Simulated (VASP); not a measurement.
# LiSi16 (a cell with a defect) in VASP: single point with r2SCAN

Aim: the single point of LiSi16 (a cell with a defect) with r2SCAN.

Everything below comes from runs of VASP 6.6.1. Logs are shortened: lines on timing, memory, paths and dates and some standing lists are left out, and cuts for length are marked.

## 1. The cell of the first run

The cell holds a defect, 17 atoms: a = 7.679 Å, b = 7.679 Å, c = 7.679 Å, α = 60.00°, β = 60.00°, γ = 60.00°.

## 2. Single point, r2SCAN

POSCAR reads:

```
LiSi16
1.0
    0.0000000000      5.4300000000      5.4300000000
    5.4300000000      0.0000000000      5.4300000000
    5.4300000000      5.4300000000      0.0000000000
Si Li
16 1
Direct
   -0.0040522099     -0.0007203499     -0.0005034070
    0.1034568140      0.1321726519      0.1323986188
   -0.0040600368     -0.0007209945      0.5057038674
    0.1291694291      0.1194390424      0.6259060773
   -0.0040516575      0.5054750460     -0.0005023020
    0.1291555249      0.6256890424      0.1196671271
    0.0216617864      0.4927680479      0.4930002762
    0.1291662063      0.6256873849      0.6259070902
    0.4749906998      0.0083179558      0.0085693370
    0.6217636280      0.1189341621      0.1191584715
    0.5033711786     -0.0154372928      0.5062450276
    0.6217548803      0.1189248619      0.6405950276
    0.5033612339      0.5060098527     -0.0151792818
    0.6217648250      0.6403383057      0.1191605893
    0.5033693370      0.5060196133      0.5062420810
    0.6501536832      0.6165945672      0.6168507366
    0.5621811234      0.3125687845      0.3128676796
```

INCAR.step1 reads:

```
SYSTEM = LiSi16
  PREC = Accurate
  ENCUT = 520
  ISMEAR = 0
  SIGMA = 0.02
  LREAL = Auto
  LASPH = .TRUE.
  NELM = 100
  NELECT = 66.0
  NBANDS = 48
  GGA = PE
  ALGO = Normal
  EDIFF = 1E-4
  LWAVE = .TRUE.
  LCHARG = .FALSE.
```

INCAR.step2 reads:

```
SYSTEM = LiSi16
  PREC = Accurate
  ENCUT = 520
  EDIFF = 1E-6
  ISMEAR = 0
  SIGMA = 0.02
  LREAL = Auto
  LASPH = .TRUE.
  NELM = 100
  ALGO = Normal
  ISIF = 2
  LWAVE = .FALSE.
  LCHARG = .FALSE.
  METAGGA = R2SCAN
  LMIXTAU = .TRUE.
  NELECT = 66.0
  NBANDS = 48
  ISTART = 1
```

KPOINTS reads:

```
Automatic mesh
0
G
  2 2 2
  0 0 0
```

Potentials or basis: VASP PAW PBE potentials, release 64 (Si, Li_sv).

The run is started by

```
> cat potpaw_PBE.64/Si/POTCAR potpaw_PBE.64/Li_sv/POTCAR > POTCAR
> cp INCAR.step1 INCAR
> mpirun -np 1 vasp_std > vasp.out
> cp INCAR.step2 INCAR
> mpirun -np 1 vasp_std > vasp.out
```

OUTCAR:

```text
SYSTEM = LiSi16
   PREC = Accurate
   ENCUT = 520
   EDIFF = 1E-6
   ISMEAR = 0
   LREAL = Auto
   LASPH = .TRUE.
   NELM = 100
   ISIF = 2
   METAGGA = R2SCAN
   NELECT = 66.0
   ISTART = 1

 ion  position               nearest neighbor table
   1  0.996  0.999  0.999-   6 2.34   4 2.34   2 2.34  10 2.35
   2  0.103  0.132  0.132-   9 2.33   5 2.34   1 2.34   3 2.34
   3  0.996  0.999  0.506-   8 2.34   4 2.34   2 2.34  12 2.35
   4  0.129  0.119  0.626-   1 2.34   3 2.34   7 2.34  11 2.35
   5  0.996  0.505  0.999-   6 2.34   8 2.34   2 2.34  14 2.35
   6  0.129  0.626  0.120-   5 2.34   1 2.34   7 2.34  13 2.35
   7  0.022  0.493  0.493-  16 2.33   4 2.34   8 2.34   6 2.34
   8  0.129  0.626  0.626-   5 2.34   3 2.34   7 2.34  15 2.35
   9  0.475  0.008  0.009-  12 2.31  10 2.31  14 2.31   2 2.33
  10  0.622  0.119  0.119-   9 2.31  17 2.34   1 2.35  13 2.43  11 2.43
  11  0.503  0.985  0.506-  16 2.31  17 2.34   4 2.35  10 2.43  12 2.43
  12  0.622  0.119  0.641-   9 2.31  17 2.34   3 2.35  15 2.43  11 2.43
  13  0.503  0.506  0.985-  16 2.31  17 2.34   6 2.35  14 2.43  10 2.43
  14  0.622  0.640  0.119-   9 2.31  17 2.34   5 2.35  13 2.43  15 2.43
  15  0.503  0.506  0.506-  16 2.31  17 2.34   8 2.35  14 2.43  12 2.43
  16  0.650  0.617  0.617-  15 2.31  11 2.31  13 2.31   7 2.33
  17  0.562  0.313  0.313-  11 2.34  15 2.34  13 2.34  12 2.34  10 2.34  14 2.34

  LATTYP: Found a face centered cubic cell.
 ALAT       =    10.8600000000

  Lattice vectors:

 A1 = (   0.0000000000,   5.4300000000,   5.4300000000)
 A2 = (   5.4300000000,   0.0000000000,   5.4300000000)
 A3 = (   5.4300000000,   5.4300000000,   0.0000000000)

Analysis of symmetry for initial positions (statically):
=====================================================================
 Subroutine PRICEL returns:
 Original cell was already a primitive cell.

 Routine SETGRP: Setting up the symmetry group for a
 face centered cubic supercell.

 Subroutine GETGRP returns: Found  1 space group operations
 (whereof  1 operations were pure point group operations)
 out of a pool of 48 trial point group operations.

The static configuration has the point symmetry C_1 .

Analysis of symmetry for dynamics (positions and initial velocities):
=====================================================================
 Subroutine PRICEL returns:
 Original cell was already a primitive cell.

 Routine SETGRP: Setting up the symmetry group for a
 face centered cubic supercell.

 Subroutine GETGRP returns: Found  1 space group operations
 (whereof  1 operations were pure point group operations)
 out of a pool of 48 trial point group operations.

The dynamic configuration has the point symmetry C_1 .

 Subroutine INISYM returns: Found  1 space group operations
 (whereof  1 operations are pure point group operations),
 and found     1 'primitive' translations

----------------------------------------------------------------------------------------

                                     Primitive cell

  volume of cell :     320.2060

  direct lattice vectors                    reciprocal lattice vectors
     0.000000000  5.430000000  5.430000000    -0.092081031  0.092081031  0.092081031
     5.430000000  0.000000000  5.430000000     0.092081031 -0.092081031  0.092081031
     5.430000000  5.430000000  0.000000000     0.092081031  0.092081031 -0.092081031

  length of vectors
     7.679179644  7.679179644  7.679179644     0.159489025  0.159489025  0.159489025

  position of ions in fractional coordinates (direct lattice)
     0.995947790  0.999279650  0.999496593
     0.103456814  0.132172652  0.132398619
     0.995939963  0.999279006  0.505703867
     0.129169429  0.119439042  0.625906077
     0.995948343  0.505475046  0.999497698
     0.129155525  0.625689042  0.119667127
[... 9 lines left out ...]
     0.650153683  0.616594567  0.616850737
     0.562181123  0.312568785  0.312867680

  ion indices of the primitive-cell ions
   primitive index   ion index
                 1           1
                 2           2
                 3           3
                 4           4
                 5           5
                 6           6
[... 9 lines left out ...]
                16          16
                17          17

----------------------------------------------------------------------------------------

 KPOINTS: Automatic mesh

Automatic generation of k-mesh.
 Grid dimensions read from file:
 generate k-points for:    2    2    2

 Generating k-lattice:

  Cartesian coordinates                     Fractional coordinates (reciprocal lattice)
    -0.046040516  0.046040516  0.046040516     0.500000000  0.000000000  0.000000000
     0.046040516 -0.046040516  0.046040516     0.000000000  0.500000000  0.000000000
     0.046040516  0.046040516 -0.046040516     0.000000000  0.000000000  0.500000000

  Length of vectors
     0.079744512  0.079744512  0.079744512

  Shift w.r.t. Gamma in fractional coordinates (k-lattice)
     0.000000000  0.000000000  0.000000000

 Subroutine IBZKPT returns following result:
 ===========================================

 Found      8 irreducible k-points:

 Following reciprocal coordinates:
            Coordinates               Weight
  0.000000  0.000000  0.000000      1.000000
  0.500000  0.000000  0.000000      1.000000
  0.000000  0.500000  0.000000      1.000000
  0.000000  0.000000  0.500000      1.000000
  0.500000  0.500000  0.500000      1.000000
  0.500000  0.500000  0.000000      1.000000
  0.000000  0.500000  0.500000      1.000000
  0.500000  0.000000  0.500000      1.000000
   k-points           NKPTS =      8   k-points in BZ     NKDIM =      8   number of bands    NBANDS=     48
   number of dos      NEDOS =    301   number of ions     NIONS =     17
   total plane-waves  NPLWV = 216000
   dimension x,y,z NGX =    60 NGY =   60 NGZ =   60
   dimension x,y,z NGXF=   120 NGYF=  120 NGZF=  120
   ions per type =              16   1
   NGX,Y,Z   is equivalent  to a cutoff of  12.99, 12.99, 12.99 a.u.
   NGXF,Y,Z  is equivalent  to a cutoff of  25.98, 25.98, 25.98 a.u.
 SYSTEM =  LiSi16
   PREC   = accura    normal or accurate (medium, high low for compatibility)
   ISTART =      1    job   : 0-new  1-cont  2-samecut
   ICHARG =      0    charge: 1-file 2-atom 10-const
   ISPIN  =      1    spin polarized calculation?
   LNONCOLLINEAR =      F non collinear calculations
   LSORBIT =      F    spin-orbit coupling
   LASPH  =      T    aspherical Exc in radial PAW
   ENCUT  =  520.0 eV  38.22 Ry    6.18 a.u.  14.28 14.28 14.28*2*pi/ulx,y,z
   NELM   =    100;   NELMIN=  2; NELMDL=  0     # of ELM steps
   EDIFF  = 0.1E-05   stopping-criterion for ELM
   LREAL  =      T    real-space projection
   EDIFFG = 0.1E-04   stopping-criterion for IOM
   NSW    =      0    number of steps for IOM
   IBRION =     -1    ionic relax: 0-MD 1-quasi-New 2-CG
   NFREE  =      0    steps in history (QN), initial steepest desc. (CG)
   ISIF   =      2    stress and relaxation
   ISYM   =      2    0-nonsym 1-usesym 2-fastsym
   POTIM  = 0.5000    time-step for ionic-motion
   TEBEG  =    0.0;   TEEND  =   0.0 temperature during run
   PSTRESS=    0.0 pullay stress
   NELECT =      66.0000    total number of electrons
   NUPDOWN=      -1.0000    fix difference up-down
   EMIN   =  10.00;   EMAX   =-10.00  energy-range for DOS
   EFERMI =   0.00;   METHOD = LEGACY
   ISMEAR =     0;   SIGMA  =   0.02  broadening in eV -4-tet -1-fermi 0-gaus
   EFERMI_NEDOS =   21; number of points for ismear=-14 and -15
   IALGO  =     38    algorithm
   IMIX   =      4    mixing-type and parameters
     AMIX     =   0.40;   BMIX     =  1.00
     AMIX_MAG =   1.60;   BMIX_MAG =  1.00
  volume/ion in A,a.u.               =      18.84       127.11
  Fermi-wavevector in a.u.,A,eV,Ry     =   0.967044  1.827449 12.723821  0.935174
  Thomas-Fermi vector in A             =   2.096897
   LORBIT       =      0    0 simple, 1 ext, 2 COOP (PROOUT), +10 PAW based schemes
   METAGGA = R2SCAN    functional components
   LHFCALC =     F    Hartree Fock is set to
   AEXX    =    0.0000 exact exchange contribution
   IVDW    =     0    specifies the selected vdW correction
   LEPSILON=     F    determine dielectric tensor
   LRPA    =     F    only Hartree local field effects (RPA)
 non-spin polarized calculation
 Gauss-broadening in eV      SIGMA  =   0.02
  energy-cutoff  :      520.00
  volume of cell :      320.21
 maximum number of plane-waves:      8646
 NGX is ok and might be reduce to    60
   NGX = 29   NGY = 29   NGZ = 29

 number of electron      66.0000001 magnetization

 Free energy of the ion-electron system (eV)
  ---------------------------------------------------
  ext. energy  EPLUGINS =         0.00000000
  ---------------------------------------------------
  free energy    TOTEN  =      -147.14837971 eV

  energy without entropy =     -147.14837971  energy(sigma->0) =     -147.14837971

 E-fermi :   6.1112     XC(G=0):  -9.8916

 val. band max:        5.9611435126   @ k =   0.0000   0.0000   0.0000
 cond. band min:       6.4434646193   @ k =   0.0000   0.0000   0.0000
 fundamental gap:      0.4823211067
 Fermi energy:         6.1111956560

 k-point     1 :       0.0000    0.0000    0.0000
  band No.  band energies     occupation
      1     -42.0908      2.00000
      2      -6.5583      2.00000
      3      -4.2117      2.00000
      4      -4.1396      2.00000
      5      -4.1395      2.00000
      6      -4.0907      2.00000
[... 37 lines left out ...]
     44       8.3835      0.00000
     45       8.3836      0.00000

 k-point     2 :       0.5000    0.0000    0.0000
  band No.  band energies     occupation
      1     -42.0908      2.00000
      2      -5.7841      2.00000
      3      -5.6461      2.00000
      4      -3.8628      2.00000
      5      -3.8068      2.00000
      6      -3.8068      2.00000
[... 280 lines left out ...]
 k-point     8 :       0.5000    0.0000    0.5000
  band No.  band energies     occupation
      1     -42.0908      2.00000
      2      -5.4896      2.00000
      3      -5.3851      2.00000
      4      -4.4905      2.00000
      5      -4.4507      2.00000
      6      -4.4375      2.00000
[... 37 lines left out ...]
     44      10.5172      0.00000
     45      10.6020      0.00000
 [bands above 45 left out]

------------------------ aborting loop because EDIFF is reached ----------------------------------------

  FORCE on cell =-STRESS in cart. coord.  units (eV):
  Direction    XX          YY          ZZ          XY          YZ          ZX
  --------------------------------------------------------------------------------------
  -------------------------------------------------------------------------------------
  Total       -2.7076530     -2.7064717     -2.7076077      1.1456097     -1.1457590      1.1433976
  in kB      -13.5479662    -13.5420554    -13.5477394      5.7321530     -5.7328999      5.7210848
  external PRESSURE =     -13.5459203 kB  Pullay stress =       0.0000000 kB

 VOLUME and BASIS-vectors are now :
 -----------------------------------------------------------------------------
  energy-cutoff  :      520.00
  volume of cell :      320.21
      direct lattice vectors                 reciprocal lattice vectors
     0.000000000  5.430000000  5.430000000    -0.092081031  0.092081031  0.092081031
     5.430000000  0.000000000  5.430000000     0.092081031 -0.092081031  0.092081031
     5.430000000  5.430000000  0.000000000     0.092081031  0.092081031 -0.092081031

 POSITION                                       TOTAL-FORCE (eV/Angst)
 -----------------------------------------------------------------------------------
     10.85336     10.83526     10.83409        -0.031417     -0.008713     -0.008359
      1.43662      1.28070      1.27947        -0.000624     -0.001050     -0.000188
      8.17206      8.15393     10.83404         0.008515      0.031135     -0.009870
      4.04722      4.10006      1.34994        -0.009365      0.008107     -0.027215
      8.17200     10.83527      8.15273         0.008244     -0.009390      0.031337
      4.04728      1.35111      4.09881        -0.008566     -0.027571      0.008667
[... 9 lines left out ...]
      6.69761      6.87983      6.87844        -0.018322      0.015408      0.017018
      3.39612      4.75152      4.74989         0.015874      0.002384     -0.006175
 -----------------------------------------------------------------------------------
    total drift:                                0.016989      0.000132     -0.006758

  FREE ENERGIE OF THE ION-ELECTRON SYSTEM (eV)
  ---------------------------------------------------
  free  energy   TOTEN  =      -147.1483797134 eV

  energy  without entropy=     -147.1483797134  energy(sigma->0) =     -147.14837971
```

It took 5.9 min on 1 thread of Intel Xeon 6975P-C (Granite Rapids), shared host; peak memory 0.55 GiB.

What came out:

```
Free energy   : -147.1484 eV
Largest force : 0.036 eV/Å
```

Forces on the atoms (eV/Å):
```
Si  -0.031 -0.009 -0.008
Si  -0.001 -0.001  0.000
Si   0.009  0.031 -0.010
Si  -0.009  0.008 -0.027
Si   0.008 -0.009  0.031
Si  -0.009 -0.028  0.009
Si  -0.002  0.000  0.001
Si   0.026  0.008  0.009
Si   0.016 -0.019 -0.017
Si  -0.021  0.020  0.020
Si   0.019 -0.019 -0.021
Si  -0.021  0.020  0.020
Si   0.019 -0.021 -0.019
Si  -0.021  0.020  0.021
Si   0.020 -0.019 -0.019
Si  -0.018  0.015  0.017
Li   0.016  0.002 -0.006
```

Levels at points of the mesh, in eV from the Fermi level:
| k point | band 29 | band 30 | band 31 | band 32 | band 33 | band 34 | band 35 | band 36 | band 37 | band 38 |
| --- | --- | --- | --- | --- | --- | --- | --- | --- | --- | --- |
| (0.00, 0.00, 0.00) | -1.42 | -1.27 | -0.19 | -0.15 | -0.15 | 0.33 | 0.67 | 0.67 | 0.78 | 0.78 |
| (0.50, 0.00, 0.00) | -2.28 | -1.03 | -1.03 | -0.90 | -0.90 | 1.32 | 1.32 | 1.44 | 1.80 | 1.80 |
| (0.00, 0.50, 0.00) | -2.39 | -1.02 | -1.02 | -0.99 | -0.93 | 1.15 | 1.35 | 1.52 | 1.57 | 1.66 |
| (0.00, 0.00, 0.50) | -2.39 | -1.02 | -1.02 | -0.99 | -0.93 | 1.15 | 1.35 | 1.52 | 1.57 | 1.66 |
| (0.50, 0.50, 0.50) | -2.39 | -1.02 | -1.02 | -0.99 | -0.93 | 1.15 | 1.35 | 1.52 | 1.57 | 1.66 |
| (0.50, 0.50, 0.00) | -2.06 | -1.64 | -1.63 | -1.55 | -1.50 | 0.99 | 1.18 | 2.34 | 2.41 | 2.56 |
| (0.00, 0.50, 0.50) | -2.06 | -1.64 | -1.63 | -1.55 | -1.50 | 0.99 | 1.18 | 2.34 | 2.41 | 2.56 |
| (0.50, 0.00, 0.50) | -2.06 | -1.64 | -1.63 | -1.55 | -1.50 | 0.99 | 1.18 | 2.34 | 2.41 | 2.56 |

Caveat: the k points lie up to 0.50 Å⁻¹ apart; the cell carries a net charge on a neutralising background, which shifts energy and pressure; the cell is charged against a uniform background, so pressure and absolute levels hang on convention; the cutoff is under 1.25 times the usual one of these potentials, so pressure, stress and relaxed cells hold a basis-set (Pulay) error; the PAW data sets were made with another functional, which shifts forces and pressure a little.
